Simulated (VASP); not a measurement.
# Cd2S (P3m1) in VASP: further runs

Runs on Cd2S. Level: PBEsol. Tasks: single point.

Everything below comes from runs of VASP 6.6.1. Logs are shortened: lines on timing, memory, paths and dates and some standing lists are left out, and cuts for length are marked.

## Step 1: The cell of the first run

Symmetry: P3m1, No. 156, trigonal system. Conventional cell: a = 3.895 Å, b = 3.895 Å, c = 5.711 Å, α = 90.00°, β = 90.00°, γ = 120.00°. Cd (site symmetry 3m) has 3 S at 2.56 Å and 3 Cd at 3.02 Å within 3.4 Å. Within 3.3 Å of Cd (site symmetry 3m) lie 2 S at 2.47 to 3.24 Å and 3 Cd at 3.02 Å. Within 3.3 Å of S (site symmetry 3m) lie 5 Cd at 2.47 to 3.24 Å.

## Step 2: Single point, PBEsol

The input, INCAR:

```
  ALGO = Normal
  EDIFF = 1E-6
  ENCUT = 520
  GGA = PS
  ISIF = 2
  ISMEAR = -1
  LASPH = T
  LCHARG = T
  LELF = T
  LREAL = F
  LVHAR = T
  LWAVE = F
  NBANDS = 22
  NELM = 100
  PREC = Accurate
  SIGMA = 0.1
```

The input, KPOINTS:

```
k-points
0
Gamma
  8 8 5
```

The input, POSCAR:

```
Cd2S
1.0
    3.8954931241      0.0000000000      0.0000000000
   -1.9477465620      3.3735961170      0.0000000000
    0.0000000000      0.0000000000      5.7107120937
Cd S
2 1
Direct
    0.6666666667      0.3333333333      0.5787350000
    0.3333333333      0.6666666667      0.9327170000
    0.3333333333      0.6666666667      0.3657050000
```

Potentials or basis: VASP PAW PBE potentials, release 64 (Cd, S).

Launch:

```console
$ cat potpaw_PBE.64/Cd/POTCAR potpaw_PBE.64/S/POTCAR > POTCAR
$ mpirun -np 1 vasp_std > vasp.out
```

OUTCAR:

```text
EDIFF = 1E-6
   ENCUT = 520
   GGA = PS
   ISIF = 2
   ISMEAR = -1
   LASPH = T
   LREAL = F
   NELM = 100
   PREC = Accurate

 ion  position               nearest neighbor table
   1  0.667  0.333  0.579-   3 2.56   3 2.56   3 2.56   2 3.02   2 3.02   2 3.02
   2  0.333  0.667  0.933-   3 2.47   1 3.02   1 3.02   1 3.02   3 3.24
   3  0.333  0.667  0.366-   2 2.47   1 2.56   1 2.56   1 2.56   2 3.24

  LATTYP: Found a hexagonal cell.
 ALAT       =     3.8954931241
 C/A-ratio  =     1.4659792513

  Lattice vectors:

 A1 = (   3.8954931241,   0.0000000000,   0.0000000000)
 A2 = (  -1.9477465620,   3.3735961170,   0.0000000000)
 A3 = (   0.0000000000,   0.0000000000,   5.7107120937)

Analysis of symmetry for initial positions (statically):
=====================================================================
 Subroutine PRICEL returns:
 Original cell was already a primitive cell.

 Routine SETGRP: Setting up the symmetry group for a
 hexagonal supercell.

 Subroutine GETGRP returns: Found  6 space group operations
 (whereof  6 operations were pure point group operations)
 out of a pool of 24 trial point group operations.

The static configuration has the point symmetry C_3v.

Analysis of symmetry for dynamics (positions and initial velocities):
=====================================================================
 Subroutine PRICEL returns:
 Original cell was already a primitive cell.

 Routine SETGRP: Setting up the symmetry group for a
 hexagonal supercell.

 Subroutine GETGRP returns: Found  6 space group operations
 (whereof  6 operations were pure point group operations)
 out of a pool of 24 trial point group operations.

The dynamic configuration has the point symmetry C_3v.

 Subroutine INISYM returns: Found  6 space group operations
 (whereof  6 operations are pure point group operations),
 and found     1 'primitive' translations

----------------------------------------------------------------------------------------

                                     Primitive cell

  volume of cell :      75.0492

  direct lattice vectors                    reciprocal lattice vectors
     3.895493124  0.000000000  0.000000000     0.256706909  0.148209798  0.000000000
    -1.947746562  3.373596117  0.000000000     0.000000000  0.296419597  0.000000000
     0.000000000  0.000000000  5.710712094     0.000000000  0.000000000  0.175109511

  length of vectors
     3.895493124  3.895493220  5.710712094     0.296419604  0.296419597  0.175109511

  position of ions in fractional coordinates (direct lattice)
     0.666666667  0.333333333  0.578735000
     0.333333333  0.666666667  0.932717000
     0.333333333  0.666666667  0.365705000

  ion indices of the primitive-cell ions
   primitive index   ion index
                 1           1
                 2           2
                 3           3

----------------------------------------------------------------------------------------

 KPOINTS: k-points

Automatic generation of k-mesh.
 Grid dimensions read from file:
 generate k-points for:    8    8    5

 Generating k-lattice:

  Cartesian coordinates                     Fractional coordinates (reciprocal lattice)
     0.032088364  0.018526225  0.000000000     0.125000000 -0.000000000  0.000000000
     0.000000000  0.037052450  0.000000000     0.000000000  0.125000000  0.000000000
     0.000000000  0.000000000  0.035021902     0.000000000  0.000000000  0.200000000

  Length of vectors
     0.037052450  0.037052450  0.035021902

  Shift w.r.t. Gamma in fractional coordinates (k-lattice)
     0.000000000  0.000000000  0.000000000

 Subroutine IBZKPT returns following result:
 ===========================================

 Found     40 irreducible k-points:

 Following reciprocal coordinates:
            Coordinates               Weight
  0.000000  0.000000  0.000000      1.000000
  0.125000  0.000000  0.000000      6.000000
  0.250000  0.000000  0.000000      6.000000
  0.375000 -0.000000  0.000000      6.000000
  0.500000  0.000000  0.000000      3.000000
  0.125000  0.125000  0.000000      6.000000
[... 16 lines left out ...]
 -0.125000  0.500000  0.200000     12.000000
  0.250000  0.250000  0.200000     12.000000
 [... further k-points ...]
   k-points           NKPTS =     40   k-points in BZ     NKDIM =     40   number of bands    NBANDS=     22
   number of dos      NEDOS =    301   number of ions     NIONS =      3
   total plane-waves  NPLWV =  37800
   dimension x,y,z NGX =    30 NGY =   30 NGZ =   42
   dimension x,y,z NGXF=    60 NGYF=   60 NGZF=   84
   ions per type =               2   1
   NGX,Y,Z   is equivalent  to a cutoff of  12.80, 12.80, 12.23 a.u.
   NGXF,Y,Z  is equivalent  to a cutoff of  25.61, 25.61, 24.45 a.u.
 SYSTEM =  unknown system
   PREC   = accura    normal or accurate (medium, high low for compatibility)
   ISTART =      0    job   : 0-new  1-cont  2-samecut
   ICHARG =      2    charge: 1-file 2-atom 10-const
   ISPIN  =      1    spin polarized calculation?
   LNONCOLLINEAR =      F non collinear calculations
   LSORBIT =      F    spin-orbit coupling
   LASPH  =      T    aspherical Exc in radial PAW
   ENCUT  =  520.0 eV  38.22 Ry    6.18 a.u.   7.24  7.24 10.62*2*pi/ulx,y,z
   NELM   =    100;   NELMIN=  2; NELMDL= -5     # of ELM steps
   EDIFF  = 0.1E-05   stopping-criterion for ELM
   LREAL  =      F    real-space projection
   EDIFFG = 0.1E-04   stopping-criterion for IOM
   NSW    =      0    number of steps for IOM
   IBRION =     -1    ionic relax: 0-MD 1-quasi-New 2-CG
   NFREE  =      0    steps in history (QN), initial steepest desc. (CG)
   ISIF   =      2    stress and relaxation
   ISYM   =      2    0-nonsym 1-usesym 2-fastsym
   POTIM  = 0.5000    time-step for ionic-motion
   TEBEG  =    0.0;   TEEND  =   0.0 temperature during run
   PSTRESS=    0.0 pullay stress
   NELECT =      30.0000    total number of electrons
   NUPDOWN=      -1.0000    fix difference up-down
   EMIN   =  10.00;   EMAX   =-10.00  energy-range for DOS
   EFERMI =   0.00;   METHOD = LEGACY
   ISMEAR =    -1;   SIGMA  =   0.10  broadening in eV -4-tet -1-fermi 0-gaus
   EFERMI_NEDOS =   21; number of points for ismear=-14 and -15
   IALGO  =     38    algorithm
   IMIX   =      4    mixing-type and parameters
     AMIX     =   0.40;   BMIX     =  1.00
     AMIX_MAG =   1.60;   BMIX_MAG =  1.00
  volume/ion in A,a.u.               =      25.02       168.82
  Fermi-wavevector in a.u.,A,eV,Ry     =   1.205961  2.278936 19.787528  1.454342
  Thomas-Fermi vector in A             =   2.341642
   LORBIT       =      0    0 simple, 1 ext, 2 COOP (PROOUT), +10 PAW based schemes
   GGA     = PS    functional components
   LHFCALC =     F    Hartree Fock is set to
   AEXX    =    0.0000 exact exchange contribution
   IVDW    =     0    specifies the selected vdW correction
   LEPSILON=     F    determine dielectric tensor
   LRPA    =     F    only Hartree local field effects (RPA)
 non-spin polarized calculation
  energy-cutoff  :      520.00
  volume of cell :       75.05
 maximum number of plane-waves:      2050
 NGX is ok and might be reduce to    30
   NGX = 15   NGY = 15   NGZ = 21

 number of electron      30.0000012 magnetization

 Free energy of the ion-electron system (eV)
  ---------------------------------------------------
  ext. energy  EPLUGINS =         0.00000000
  ---------------------------------------------------
  free energy    TOTEN  =        -7.30787263 eV

  energy without entropy =       -7.29831627  energy(sigma->0) =       -7.30309445

 E-fermi :   1.7101     XC(G=0):  -9.7384

 val. band max:        1.5540797706   @ k =   0.3750   0.2500   0.2000
 cond. band min:       1.7555698931   @ k =   0.5000   0.0000   0.2000
 fundamental gap:      0.2014901225
 Fermi energy:         1.7101065149

 k-point     1 :       0.0000    0.0000    0.0000
  band No.  band energies     occupation
      1     -11.3359      2.00000
      2      -6.8480      2.00000
      3      -6.8480      2.00000
      4      -6.7748      2.00000
      5      -6.7748      2.00000
      6      -6.6720      2.00000
[... 14 lines left out ...]
     21      10.1437      0.00000
     22      11.6600      0.00000

 k-point     2 :       0.1250    0.0000    0.0000
  band No.  band energies     occupation
      1     -11.2769      2.00000
      2      -6.8572      2.00000
      3      -6.8473      2.00000
      4      -6.7705      2.00000
      5      -6.7353      2.00000
      6      -6.6190      2.00000
[... 14 lines left out ...]
     21      10.1143      0.00000
     22      11.3721      0.00000

 k-point     3 :       0.2500    0.0000    0.0000
  band No.  band energies     occupation
      1     -11.1324      2.00000
      2      -6.8655      2.00000
      3      -6.8552      2.00000
      4      -6.7556      2.00000
      5      -6.6333      2.00000
      6      -6.5751      2.00000
[... 14 lines left out ...]
     21       9.9881      0.00000
     22      10.3646      0.00000

 k-point     4 :       0.3750   -0.0000    0.0000
  band No.  band energies     occupation
      1     -10.9857      2.00000
      2      -6.8733      2.00000
      3      -6.8528      2.00000
      4      -6.7515      2.00000
      5      -6.5803      2.00000
      6      -6.5123      2.00000
[... 14 lines left out ...]
     21       9.6445      0.00000
     22      10.3582      0.00000

 k-point     5 :       0.5000    0.0000    0.0000
  band No.  band energies     occupation
      1     -10.9246      2.00000
      2      -6.8828      2.00000
      3      -6.8301      2.00000
      4      -6.7685      2.00000
      5      -6.5739      2.00000
      6      -6.5389      2.00000
[... 417 lines left out ...]
 k-point    22 :       0.3750    0.1250    0.2000
  band No.  band energies     occupation
      1     -10.8870      2.00000
      2      -6.9170      2.00000
      3      -6.8796      2.00000
      4      -6.7270      2.00000
      5      -6.6631      2.00000
      6      -6.5014      2.00000
[... 14 lines left out ...]
     21       9.6106      0.00000
     22      10.7842      0.00000

 k-point    23 :      -0.1250    0.5000    0.2000
  band No.  band energies     occupation
      1     -10.8869      2.00000
      2      -6.9077      2.00000
      3      -6.8791      2.00000
      4      -6.7262      2.00000
      5      -6.6683      2.00000
      6      -6.4913      2.00000
[... 14 lines left out ...]
     21       9.6395      0.00000
     22      10.8483      0.00000

 k-point    24 :       0.2500    0.2500    0.2000
  band No.  band energies     occupation
      1     -10.8879      2.00000
      2      -6.9312      2.00000
      3      -6.8655      2.00000
      4      -6.6915      2.00000
      5      -6.6708      2.00000
      6      -6.5210      2.00000
[... 14 lines left out ...]
     21       9.2981      0.00000
     22      10.1131      0.00000

 [... further k-points ...]
[... 5 lines left out ...]
  --------------------------------------------------------------------------------------
  -------------------------------------------------------------------------------------
  Total       -0.3177986     -0.3177987     -0.0866705     -0.0000000      0.0000000     -0.0000000
  in kB       -6.7844840     -6.7844845     -1.8502741     -0.0000000      0.0000000     -0.0000000
  external PRESSURE =      -5.1397475 kB  Pullay stress =       0.0000000 kB

 VOLUME and BASIS-vectors are now :
 -----------------------------------------------------------------------------
  energy-cutoff  :      520.00
  volume of cell :       75.05
      direct lattice vectors                 reciprocal lattice vectors
     3.895493124  0.000000000  0.000000000     0.256706909  0.148209798  0.000000000
    -1.947746562  3.373596117  0.000000000     0.000000000  0.296419597  0.000000000
     0.000000000  0.000000000  5.710712094     0.000000000  0.000000000  0.175109511

 POSITION                                       TOTAL-FORCE (eV/Angst)
 -----------------------------------------------------------------------------------
      1.94775      1.12453      3.30499        -0.000000      0.000000      0.081321
     -0.00000      2.24906      5.32648         0.000000     -0.000000     -0.107536
     -0.00000      2.24906      2.08844         0.000000     -0.000000      0.026215
 -----------------------------------------------------------------------------------
    total drift:                                0.000000     -0.000001      0.000376

  FREE ENERGIE OF THE ION-ELECTRON SYSTEM (eV)
  ---------------------------------------------------
  free  energy   TOTEN  =        -7.3078726335 eV

  energy  without entropy=       -7.2983162742  energy(sigma->0) =       -7.30309445
```

Wall time 1.7 min (1 thread of Intel Xeon 6975P-C, shared host); peak memory 0.22 GiB.

Results:

| Property | Result |
| --- | --- |
| Free energy | -7.3079 eV |
| Pressure | -0.5 GPa |
| Largest force | 0.108 eV/Å |
| Band gap on the k mesh | 0.20 eV, indirect (least direct gap 0.58 eV) |

Forces on the atoms (eV/Å):
```
Cd   0.000  0.000  0.081
Cd   0.000  0.000 -0.108
S    0.000  0.000  0.026
```

Levels at points of the mesh, in eV from the valence-band top:
```tsv
k point	band 12	band 13	band 14	band 15	band 16	band 17	band 18	band 19
(0.00, 0.00, 0.00)	-4.61	-3.83	-0.68	-0.68	3.29	5.19	6.90	6.90
(0.50, 0.00, 0.00)	-4.70	-3.13	-1.65	-1.20	0.56	3.20	4.70	6.01
```

Caveat: the PAW data sets were made with another functional, which shifts forces and pressure a little.

## Step 3: Single point, PBEsol

This run uses another cell than the first one, of 25.81 Å³/atom, 1.032 times its volume.

The input, INCAR:

```
SYSTEM = Cd2S
PREC     = Accurate       ! precision mode
ENCUT    = 520            ! plane-wave cutoff, eV
EDIFF    = 1E-6           ! SCF threshold, eV
ISMEAR   = -1             ! smearing method
SIGMA    = 0.1            ! smearing width, eV
LREAL    = .False.        ! projectors in reciprocal space
LASPH    = .True.         ! aspherical terms in the spheres
NELM     = 80             ! most SCF steps
ALGO     = Normal         ! electronic algorithm
ISIF     = 2              ! what is computed and relaxed
LWAVE    = .False.        ! write WAVECAR
LCHARG   = .False.        ! write CHGCAR
GGA      = PS             ! functional
NBANDS   = 22             ! bands
```

The input, KPOINTS:

```
regular mesh
0
Gamma
  8 8 5
  0 0 0
```

The input, POSCAR:

```
Cd2S
1.0
    3.9360740980      0.0000000000      0.0000000000
   -1.9680370490      3.4087402725      0.0000000000
    0.0000000000      0.0000000000      5.7702029595
Cd S
2 1
Direct
    0.6666666667      0.3333333333      0.5787350000
    0.3333333333      0.6666666667      0.9327170000
    0.3333333333      0.6666666667      0.3657050000
```

Potentials or basis: VASP PAW PBE potentials, release 64 (Cd, S).

Launch:

```console
$ cat potpaw_PBE.64/Cd/POTCAR potpaw_PBE.64/S/POTCAR > POTCAR
$ mpirun -np 1 vasp_std > vasp.out
```

It took 1.9 min on 1 thread of Intel Xeon 6975P-C, shared host; peak memory 0.22 GiB.

The run converged. Its results:

- Free energy: -7.2898 eV
- Pressure: -1.9 GPa
- Largest force: 0.081 eV/Å
- Band gap on the k mesh: 0.21 eV, indirect (least direct gap 0.57 eV)

Forces on the atoms (eV/Å):
```
Cd   0.000  0.000 -0.043
Cd   0.000  0.000 -0.038
S    0.000  0.000  0.081
```

Stress tensor (GPa, compression positive):
```
-1.85  0.00  0.00
 0.00 -1.85  0.00
 0.00  0.00 -2.10
```

Levels at points of the mesh, in eV from the valence-band top:
```csv
k point,band 12,band 13,band 14,band 15,band 16,band 17,band 18,band 19
"(0.00, 0.00, 0.00)",-4.51,-3.73,-0.66,-0.66,3.22,5.10,6.85,6.85
"(0.50, 0.00, 0.00)",-4.54,-3.02,-1.58,-1.22,0.58,3.17,4.69,5.91
```

Caveat: the PAW data sets were made with another functional, which shifts forces and pressure a little.

## Step 4: Single point, PBEsol

This run uses another cell than the first one, of 26.60 Å³/atom, 1.063 times its volume.

The input, INCAR:

```
PREC = Accurate ; ENCUT = 520
EDIFF = 1E-6 ; ISMEAR = -1
SIGMA = 0.1 ; LREAL = False
LASPH = True ; NELM = 60
ALGO = Normal ; ISIF = 2
LWAVE = False ; LCHARG = False
GGA = PS ; NBANDS = 22
```

The input, KPOINTS:

```
Automatic mesh
0
Gamma
  8 8 5
```

The input, POSCAR:

```
Cd2S
1.0
    3.9758351133      0.0000000000      0.0000000000
   -1.9879175567      3.4431743230      0.0000000000
    0.0000000000      0.0000000000      5.8284917830
Cd S
2 1
Direct
    0.6666666667      0.3333333333      0.5787350000
    0.3333333333      0.6666666667      0.9327170000
    0.3333333333      0.6666666667      0.3657050000
```

Launch:

```console
$ cat potpaw_PBE.64/Cd/POTCAR potpaw_PBE.64/S/POTCAR > POTCAR
$ mpirun -np 1 vasp_std > vasp.out
```

Wall time 2 min (1 thread of Intel Xeon 6975P-C, shared host); peak memory 0.23 GiB.

Results (log left out):

- Free energy: -7.2526 eV
- Pressure: -3.1 GPa
- Largest force: 0.155 eV/Å
- Band gap on the k mesh: 0.23 eV, indirect (least direct gap 0.56 eV)

Forces in eV/Å, atoms in the order of the input:
```
Cd   0.000  0.000 -0.155
Cd   0.000  0.000  0.024
S    0.000  0.000  0.130
```

Stress tensor (GPa, compression positive):
```
-2.82  0.00  0.00
 0.00 -2.82  0.00
 0.00  0.00 -3.70
```

Levels at points of the mesh, in eV from the valence-band top:
```
           k point  band 13  band 14  band 15  band 16  band 17  band 18
(0.00, 0.00, 0.00)    -3.62    -0.64    -0.64     3.14     5.01     6.80
(0.50, 0.00, 0.00)    -2.92    -1.51    -1.22     0.61     3.14     4.69
```

Caveat: the PAW data sets were made with another functional, which shifts forces and pressure a little. A k mesh can miss the band edges.

## Step 5: Summary

| cell | gap on the mesh (eV) | pressure (GPa) | largest force (eV/Å) |
| --- | --- | --- | --- |
| a = 3.895, b = 3.895, c = 5.711 Å, angles 90.0, 90.0, 120.0°, 3 atoms | 0.20 | -0.5 | 0.11 |
| a = 3.936, b = 3.936, c = 5.770 Å, angles 90.0, 90.0, 120.0°, 3 atoms | 0.21 | -1.9 | 0.08 |
| a = 3.976, b = 3.976, c = 5.828 Å, angles 90.0, 90.0, 120.0°, 3 atoms | 0.23 | -3.1 | 0.15 |

Alike in all rows: task single point; level PBEsol; potentials or basis VASP PAW PBE potentials, release 64 (Cd, S); no spin polarisation; k mesh 8 × 8 × 5; cutoff (eV) 520; smearing fermi-dirac 0.1 eV.

Caveats: the PAW data sets were made with another functional, which shifts forces and pressure a little.

Absolute energies hang on the potentials; compare differences alone.
